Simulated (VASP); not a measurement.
# BiRu: single point with PBE

Crystal: BiRu.

```xyz
2
Lattice="3.5467 0.0000 0.0000 0.0000 3.5467 0.0000 0.0000 0.0000 3.5467" Properties=species:S:1:pos:R:3 pbc="T T T"
Bi    0.0000    0.0000    0.0000
Ru    1.7734    1.7734    1.7734
```

| Quantity | Value |
| --- | --- |
| Program | VASP 6.6.1 |
| Task | single point |
| Functional | PBE |
| Potentials or basis | VASP PAW PBE potentials, release 64 (Bi_d, Ru_pv) |
| Cutoff | 520 eV |
| k mesh | 6 × 6 × 6 |
| Occupations | gaussian, width 0.1 eV |
| Spin | no spin polarisation |
| Dipole correction | no |
| Further INCAR settings | ALGO = Fast; EDIFF = 1e-06; NBANDS = 22 |

```json
{
 "Pressure": "-12.1 GPa"
}
```

Levels at points of the mesh, in eV from the Fermi level:
```
           k point  band 10  band 11  band 12  band 13  band 14  band 15  band 16  band 17  band 18  band 19
(0.00, 0.00, 0.00)    -2.29    -2.29    -0.58    -0.58    -0.58     1.12     1.12     1.12     2.86     8.60
(0.50, 0.00, 0.00)    -6.01    -2.10    -2.03    -2.03    -0.60     0.17     5.07     5.07     5.72     7.39
(0.50, 0.50, 0.00)    -3.65    -3.65    -2.21    -1.11    -1.11    -0.21     0.04     2.21     3.87     8.84
(0.50, 0.50, 0.50)    -4.41    -4.41    -4.41     0.09     0.09     2.78     2.78     2.78     3.00     3.00
```

It took 14 s on 1 thread of AMD EPYC 7R13 Processor (Zen 3) (shared host), peak memory 0.13 GiB.

Caveat: spin-orbit coupling is left out, which moves the levels of the heavy elements.
